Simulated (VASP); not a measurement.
# Ta2H (Pmm2) in VASP: notebook

Runs on Ta2H. Level: PBEsol. Tasks: single point.

Program: VASP 6.6.1. These are calculated values, not measurements. Logs are shortened: lines on timing, memory, paths and dates and some standing lists are left out, and cuts for length are marked.

### Step 1. The cell of the first run

Symmetry: Pmm2, No. 25, orthorhombic system. The conventional cell has a = 3.146 Å, b = 3.452 Å, c = 3.449 Å, α = 90.00°, β = 90.00°, γ = 90.00°. Ta (site symmetry mm2) has 2 H at 1.89 Å within 2.5 Å. Ta (site symmetry mm2) has 2 H at 1.88 Å within 2.5 Å. Within 2.5 Å of H (site symmetry mm2) lie 4 Ta at 1.88 to 1.89 Å.

### Step 2. Single point, PBEsol (uniaxial strain along a: -6.0 %, then relaxed in part)

The input, INCAR:

```
SYSTEM = Ta2H
PREC = Accurate
ENCUT = 520
EDIFF = 1E-7
ISMEAR = 0
SIGMA = 0.1
LREAL = .FALSE.
LASPH = .TRUE.
NELM = 100
ALGO = Normal
ISIF = 2
LWAVE = .FALSE.
LCHARG = .TRUE.
GGA = PS
LELF = .TRUE.
LVHAR = .TRUE.
NBANDS = 18
```

The input, KPOINTS:

```
Automatic mesh
0
G
  12 12 12
  0 0 0
```

The input, POSCAR:

```
Ta2H
1.0
    3.1459854647      0.0000000000      0.0000000000
    0.0000000000      3.4521498058      0.0000000000
    0.0000000000      0.0000000000      3.4490069106
Ta H
2 1
Direct
    0.5000000000      0.0000000000      0.7252311673
    0.0000000000      0.5000000000      0.2464400643
    0.0000000000      0.0000000000      0.0283287684
```

Potentials or basis: VASP PAW PBE potentials, release 64 (Ta_pv, H).

Command:

```
$ cat potpaw_PBE.64/Ta_pv/POTCAR potpaw_PBE.64/H/POTCAR > POTCAR
$ mpirun -np 1 vasp_std > vasp.out
```

OUTCAR:

```text
SYSTEM = Ta2H
   PREC = Accurate
   ENCUT = 520
   EDIFF = 1E-7
   ISMEAR = 0
   LREAL = .FALSE.
   LASPH = .TRUE.
   NELM = 100
   ISIF = 2
   GGA = PS

 ion  position               nearest neighbor table
   1  0.500  0.000  0.725-   3 1.89   3 1.89   2 2.86   2 2.86   2 2.86   2 2.86   2 2.95   2 2.95
                             2 2.95   2 2.95
   2  0.000  0.500  0.246-   3 1.88   3 1.88   1 2.86   1 2.86   1 2.86   1 2.86   1 2.95   1 2.95
                             1 2.95   1 2.95
   3  0.000  0.000  0.028-   2 1.88   2 1.88   1 1.89   1 1.89

  LATTYP: Found a simple orthorhombic cell.
 ALAT       =     3.1459854647
 B/A-ratio  =     1.0963200400
 C/A-ratio  =     1.0973190577

  Lattice vectors:

 A1 = (  -3.1459854647,   0.0000000000,   0.0000000000)
 A2 = (   0.0000000000,   0.0000000000,   3.4490069106)
 A3 = (   0.0000000000,   3.4521498058,   0.0000000000)

Analysis of symmetry for initial positions (statically):
=====================================================================
 Subroutine PRICEL returns:
 Original cell was already a primitive cell.

 Routine SETGRP: Setting up the symmetry group for a
 simple orthorhombic supercell.

 Subroutine GETGRP returns: Found  4 space group operations
 (whereof  4 operations were pure point group operations)
 out of a pool of  8 trial point group operations.

The static configuration has the point symmetry C_2v.

Analysis of symmetry for dynamics (positions and initial velocities):
=====================================================================
 Subroutine PRICEL returns:
 Original cell was already a primitive cell.

 Routine SETGRP: Setting up the symmetry group for a
 simple orthorhombic supercell.

 Subroutine GETGRP returns: Found  4 space group operations
 (whereof  4 operations were pure point group operations)
 out of a pool of  8 trial point group operations.

The dynamic configuration has the point symmetry C_2v.

 Subroutine INISYM returns: Found  4 space group operations
 (whereof  4 operations are pure point group operations),
 and found     1 'primitive' translations

----------------------------------------------------------------------------------------

                                     Primitive cell

  volume of cell :      37.4576

  direct lattice vectors                    reciprocal lattice vectors
     3.145985465  0.000000000  0.000000000     0.317865423  0.000000000  0.000000000
     0.000000000  3.452149806  0.000000000     0.000000000  0.289674567  0.000000000
     0.000000000  0.000000000  3.449006911     0.000000000  0.000000000  0.289938532

  length of vectors
     3.145985465  3.452149806  3.449006911     0.317865423  0.289674567  0.289938532

  position of ions in fractional coordinates (direct lattice)
     0.500000000  0.000000000  0.725231167
     0.000000000  0.500000000  0.246440064
     0.000000000  0.000000000  0.028328768

  ion indices of the primitive-cell ions
   primitive index   ion index
                 1           1
                 2           2
                 3           3

----------------------------------------------------------------------------------------

 KPOINTS: Automatic mesh

Automatic generation of k-mesh.
 Grid dimensions read from file:
 generate k-points for:   12   12   12

 Generating k-lattice:

  Cartesian coordinates                     Fractional coordinates (reciprocal lattice)
     0.026488785  0.000000000  0.000000000     0.083333333  0.000000000  0.000000000
     0.000000000  0.024139547  0.000000000     0.000000000  0.083333333  0.000000000
     0.000000000  0.000000000  0.024161544     0.000000000  0.000000000  0.083333333

  Length of vectors
     0.026488785  0.024139547  0.024161544

  Shift w.r.t. Gamma in fractional coordinates (k-lattice)
     0.000000000  0.000000000  0.000000000

 Subroutine IBZKPT returns following result:
 ===========================================

 Found    343 irreducible k-points:

 Following reciprocal coordinates:
            Coordinates               Weight
  0.000000  0.000000  0.000000      1.000000
  0.083333  0.000000  0.000000      2.000000
  0.166667  0.000000  0.000000      2.000000
  0.250000  0.000000  0.000000      2.000000
  0.333333  0.000000  0.000000      2.000000
  0.416667  0.000000  0.000000      2.000000
[... 16 lines left out ...]
  0.083333  0.250000  0.000000      4.000000
  0.166667  0.250000  0.000000      4.000000
 [... further k-points ...]
   k-points           NKPTS =    343   k-points in BZ     NKDIM =    343   number of bands    NBANDS=     18
   number of dos      NEDOS =    301   number of ions     NIONS =      3
   total plane-waves  NPLWV =  18816
   dimension x,y,z NGX =    24 NGY =   28 NGZ =   28
   dimension x,y,z NGXF=    48 NGYF=   56 NGZF=   56
   ions per type =               2   1
   NGX,Y,Z   is equivalent  to a cutoff of  12.68, 13.48, 13.50 a.u.
   NGXF,Y,Z  is equivalent  to a cutoff of  25.37, 26.97, 26.99 a.u.
 SYSTEM =  Ta2H
   PREC   = accura    normal or accurate (medium, high low for compatibility)
   ISTART =      0    job   : 0-new  1-cont  2-samecut
   ICHARG =      2    charge: 1-file 2-atom 10-const
   ISPIN  =      1    spin polarized calculation?
   LNONCOLLINEAR =      F non collinear calculations
   LSORBIT =      F    spin-orbit coupling
   LASPH  =      T    aspherical Exc in radial PAW
   ENCUT  =  520.0 eV  38.22 Ry    6.18 a.u.   5.85  6.42  6.41*2*pi/ulx,y,z
   NELM   =    100;   NELMIN=  2; NELMDL= -5     # of ELM steps
   EDIFF  = 0.1E-06   stopping-criterion for ELM
   LREAL  =      F    real-space projection
   EDIFFG = 0.1E-05   stopping-criterion for IOM
   NSW    =      0    number of steps for IOM
   IBRION =     -1    ionic relax: 0-MD 1-quasi-New 2-CG
   NFREE  =      0    steps in history (QN), initial steepest desc. (CG)
   ISIF   =      2    stress and relaxation
   ISYM   =      2    0-nonsym 1-usesym 2-fastsym
   POTIM  = 0.5000    time-step for ionic-motion
   TEBEG  =    0.0;   TEEND  =   0.0 temperature during run
   PSTRESS=    0.0 pullay stress
   NELECT =      23.0000    total number of electrons
   NUPDOWN=      -1.0000    fix difference up-down
   EMIN   =  10.00;   EMAX   =-10.00  energy-range for DOS
   EFERMI =   0.00;   METHOD = LEGACY
   ISMEAR =     0;   SIGMA  =   0.10  broadening in eV -4-tet -1-fermi 0-gaus
   EFERMI_NEDOS =   21; number of points for ismear=-14 and -15
   IALGO  =     38    algorithm
   IMIX   =      4    mixing-type and parameters
     AMIX     =   0.40;   BMIX     =  1.00
     AMIX_MAG =   1.60;   BMIX_MAG =  1.00
  volume/ion in A,a.u.               =      12.49        84.26
  Fermi-wavevector in a.u.,A,eV,Ry     =   1.391460  2.629478 26.343058  1.936160
  Thomas-Fermi vector in A             =   2.515297
   LORBIT       =      0    0 simple, 1 ext, 2 COOP (PROOUT), +10 PAW based schemes
   GGA     = PS    functional components
   LHFCALC =     F    Hartree Fock is set to
   AEXX    =    0.0000 exact exchange contribution
   IVDW    =     0    specifies the selected vdW correction
   LEPSILON=     F    determine dielectric tensor
   LRPA    =     F    only Hartree local field effects (RPA)
 non-spin polarized calculation
 Gauss-broadening in eV      SIGMA  =   0.10
  energy-cutoff  :      520.00
  volume of cell :       37.46
 maximum number of plane-waves:      1028
 NGX is ok and might be reduce to    24
   NGX = 11   NGY = 13   NGZ = 13

 number of electron      23.0000000 magnetization

 Free energy of the ion-electron system (eV)
  ---------------------------------------------------
  ext. energy  EPLUGINS =         0.00000000
  ---------------------------------------------------
  free energy    TOTEN  =       -28.77116357 eV

  energy without entropy =      -28.76490046  energy(sigma->0) =      -28.76803201

 E-fermi :   5.5832     XC(G=0): -12.7779

 val. band max:        5.5728215319   @ k =   0.1667   0.0000   0.4167
 cond. band min:       5.5919767891   @ k =   0.5000   0.0000   0.3333
 fundamental gap:      0.0191552572
 Fermi energy:         5.5832027674

 k-point     1 :       0.0000    0.0000    0.0000
  band No.  band energies     occupation
      1     -28.5751      2.00000
      2     -28.5449      2.00000
      3     -28.3318      2.00000
      4     -27.7486      2.00000
      5     -27.7345      2.00000
      6     -27.6959      2.00000
[... 10 lines left out ...]
     17      11.8259      0.00000
     18      11.9914      0.00000

 k-point     2 :       0.0833    0.0000    0.0000
  band No.  band energies     occupation
      1     -28.5604      2.00000
      2     -28.5297      2.00000
      3     -28.3470      2.00000
      4     -27.7602      2.00000
      5     -27.7460      2.00000
      6     -27.7323      2.00000
[... 10 lines left out ...]
     17      11.8591      0.00000
     18      12.5166      0.00000

 k-point     3 :       0.1667    0.0000    0.0000
  band No.  band energies     occupation
      1     -28.5178      2.00000
      2     -28.4857      2.00000
      3     -28.3863      2.00000
      4     -27.8327      2.00000
      5     -27.7946      2.00000
      6     -27.7796      2.00000
[... 10 lines left out ...]
     17      11.3582      0.00000
     18      12.7849      0.00000

 k-point     4 :       0.2500    0.0000    0.0000
  band No.  band energies     occupation
      1     -28.4514      2.00000
      2     -28.4407      2.00000
      3     -28.4105      2.00000
      4     -27.9717      2.00000
      5     -27.8496      2.00000
      6     -27.8352      2.00000
[... 375 lines left out ...]
      4     -27.9482      2.00000
      5     -27.8465      2.00000
      6     -27.7809      2.00000
[... 10 lines left out ...]
     17      10.0899      0.00000
     18      10.6129      0.00000

 k-point    23 :       0.0833    0.2500    0.0000
  band No.  band energies     occupation
      1     -28.5705      2.00000
      2     -28.4156      2.00000
      3     -28.2314      2.00000
      4     -28.0051      2.00000
      5     -27.8548      2.00000
      6     -27.7596      2.00000
[... 10 lines left out ...]
     17      11.0151      0.00000
     18      11.0985      0.00000

 k-point    24 :       0.1667    0.2500    0.0000
  band No.  band energies     occupation
      1     -28.6192      2.00000
      2     -28.3819      2.00000
      3     -28.1988      2.00000
      4     -28.1279      2.00000
      5     -27.8758      2.00000
      6     -27.7390      2.00000
[... 10 lines left out ...]
     17      11.9108      0.00000
     18      12.2445      0.00000

 [... further k-points ...]

------------------------ aborting loop because EDIFF is reached ----------------------------------------

  FORCE on cell =-STRESS in cart. coord.  units (eV):
  Direction    XX          YY          ZZ          XY          YZ          ZX
  --------------------------------------------------------------------------------------
  -------------------------------------------------------------------------------------
  Total        2.8369059      0.0568388      0.0458791      0.0000000      0.0000000      0.0000000
  in kB      121.3431059      2.4311681      1.9623882      0.0000000      0.0000000      0.0000000
  external PRESSURE =      41.9122208 kB  Pullay stress =       0.0000000 kB

 VOLUME and BASIS-vectors are now :
 -----------------------------------------------------------------------------
  energy-cutoff  :      520.00
  volume of cell :       37.46
      direct lattice vectors                 reciprocal lattice vectors
     3.145985465  0.000000000  0.000000000     0.317865423  0.000000000  0.000000000
     0.000000000  3.452149806  0.000000000     0.000000000  0.289674567  0.000000000
     0.000000000  0.000000000  3.449006911     0.000000000  0.000000000  0.289938532

 POSITION                                       TOTAL-FORCE (eV/Angst)
 -----------------------------------------------------------------------------------
      1.57299      0.00000      2.50133         0.000000      0.000000     -0.014060
      0.00000      1.72607      0.84997         0.000000      0.000000      0.011620
      0.00000      0.00000      0.09771         0.000000      0.000000      0.002440
 -----------------------------------------------------------------------------------
    total drift:                                0.000000      0.000000      0.000113

  FREE ENERGIE OF THE ION-ELECTRON SYSTEM (eV)
  ---------------------------------------------------
  free  energy   TOTEN  =       -28.7711635663 eV

  energy  without entropy=      -28.7649004588  energy(sigma->0) =      -28.76803201
```

It took 78 s on 1 thread of AMD EPYC 9R45 (Zen 5), shared host; peak memory 0.29 GiB.

Results:

```
Free energy   : -28.7712 eV
Pressure      : 4.2 GPa
Largest force : 0.014 eV/Å
```

Forces in eV/Å, atoms in the order of the input:
```
Ta   0.000  0.000 -0.014
Ta   0.000  0.000  0.012
H    0.000  0.000  0.002
```

Caveat: the cell differs from its parent crystal (uniaxial strain along a: -6.0 %, then relaxed in part); the PAW data sets were made with another functional, which shifts forces and pressure a little; spin-orbit coupling is left out, which moves the levels of the heavy elements.

### Step 3. Single point, PBEsol (uniaxial strain along a: -6.0 %)

The input, INCAR:

```
SYSTEM = Ta2H
ALGO = Normal
EDIFF = 1E-6
ENCUT = 520
GGA = PS
ISIF = 2
ISMEAR = 0
LASPH = .TRUE.
LCHARG = .FALSE.
LREAL = .FALSE.
LWAVE = .FALSE.
NBANDS = 18
NELM = 100
PREC = Accurate
SIGMA = 0.1
```

The input, KPOINTS:

```
k-points
0
G
  12 12 12
  0 0 0
```

The input, POSCAR:

```
Ta2H
1.0
    3.1459854647      0.0000000000      0.0000000000
    0.0000000000      3.3969949433      0.0000000000
    0.0000000000      0.0000000000      3.4438594813
Ta H
2 1
Direct
    0.5000000000      0.0000000000      0.7300765025
    0.0000000000      0.5000000000      0.2508411359
    0.0000000000      0.0000000000      0.0190823616
```

Potentials or basis: VASP PAW PBE potentials, release 64 (Ta_pv, H).

Command:

```
$ cat potpaw_PBE.64/Ta_pv/POTCAR potpaw_PBE.64/H/POTCAR > POTCAR
$ mpirun -np 1 vasp_std > vasp.out
```

It took 83 s on 1 thread of AMD EPYC 9R45 (Zen 5), shared host; peak memory 0.28 GiB.

It converged, with:

```
Free energy   : -28.7571 eV
Pressure      : 8.6 GPa
Largest force : 0.155 eV/Å
```

Forces on the atoms (eV/Å):
```
Ta   0.000  0.000 -0.155
Ta   0.000  0.000  0.026
H    0.000  0.000  0.129
```

Stress tensor (GPa, compression positive):
```
17.09  0.00  0.00
 0.00  5.14  0.00
 0.00  0.00  3.48
```

Levels at points of the mesh, in eV from the Fermi level:
```csv
k point,band 9,band 10,band 11,band 12,band 13,band 14,band 15,band 16
"(0.00, 0.00, 0.00)",-4.13,-0.37,0.63,0.93,2.59,3.95,4.48,6.25
"(0.50, 0.00, 0.00)",-1.56,-1.02,-0.78,0.43,0.57,0.71,2.19,2.70
"(0.00, 0.50, 0.00)",-1.66,-1.24,-0.56,0.88,1.38,1.63,2.65,3.25
"(0.50, 0.50, 0.00)",-4.62,-2.01,-0.60,1.71,3.33,3.80,5.02,5.29
"(0.00, 0.00, 0.50)",-2.20,-1.71,0.38,0.99,1.08,1.80,2.88,3.22
"(0.50, 0.00, 0.50)",-2.28,-1.97,0.00,1.31,3.24,3.42,5.07,5.20
"(0.00, 0.50, 0.50)",-1.38,-1.33,-0.90,0.86,2.43,2.46,3.91,4.02
"(0.50, 0.50, 0.50)",-1.77,-1.49,-1.35,-0.98,4.00,4.29,4.43,4.74
```

Caveat: the cell differs from its parent crystal (uniaxial strain along a: -6.0 %); the PAW data sets were made with another functional, which shifts forces and pressure a little; spin-orbit coupling is left out, which moves the levels of the heavy elements.

(Continued in part 2 of 2.)
